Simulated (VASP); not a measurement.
Set up this calculation in VASP 6.6.1, as the native input.

- Task: single point
- Functional: BLYP
- Potentials or basis: VASP PAW PBE potentials, release 64 (Pb_d)
- Cutoff: 520 eV
- k mesh: 7 × 7 × 9
- Occupations: fermi-dirac, width 0.1 eV
- Spin: no spin polarisation
- Dipole correction: no
- Further INCAR settings: ALGO = Normal; EDIFF = 1e-06; NBANDS = 28

The structure of Pb lies in POSCAR:

```
Pb
1.0
    5.8925520172      0.0000000000      0.0000000000
   -2.9462760086      5.1030997400      0.0000000000
    0.0000000000      0.0000000000      3.5054696199
Pb
3
Direct
    0.0000000000      1.0000000000      0.0000000000
    0.3333333333      0.6666666667      0.5000000000
    0.6666666667      0.3333333333      0.5000000000
```

This isn't the form of Pb at room conditions, which is fcc.

These files were run (other wordings do the same):

INCAR

```
  PREC = Accurate
  ENCUT = 520
  EDIFF = 1E-6
  ISMEAR = -1
  SIGMA = 0.1
  LREAL = False
  LASPH = True
  NELM = 80
  ALGO = Normal
  ISIF = 2
  LWAVE = False
  LCHARG = False
  GGA = B5
  ALDAX = 1.0
  AGGAX = 1.0
  AGGAC = 1.0
  ALDAC = 0.0
  NBANDS = 28
```

KPOINTS

```
Automatic mesh
0
Gamma
  7 7 9
```

Potentials or basis: VASP PAW PBE potentials, release 64 (Pb_d).

Command:

```console
$ cat potpaw_PBE.64/Pb_d/POTCAR > POTCAR
$ mpirun -np 1 vasp_std > vasp.out
```

Results of the run:

| Quantity | Value |
| --- | --- |
| Pressure | 0.0 GPa |
| Band gap on the k mesh | zero (bands 21 and 22 overlap by 3.14 eV) |

Caveat: the PAW data sets were made with another functional, which shifts forces and pressure a little; spin-orbit coupling is left out, which moves the levels of the heavy elements.

Run time: 54 s on 1 thread of Intel(R) Xeon(R) 6975P-C (Granite Rapids), on a shared host, peak memory 0.27 GiB.
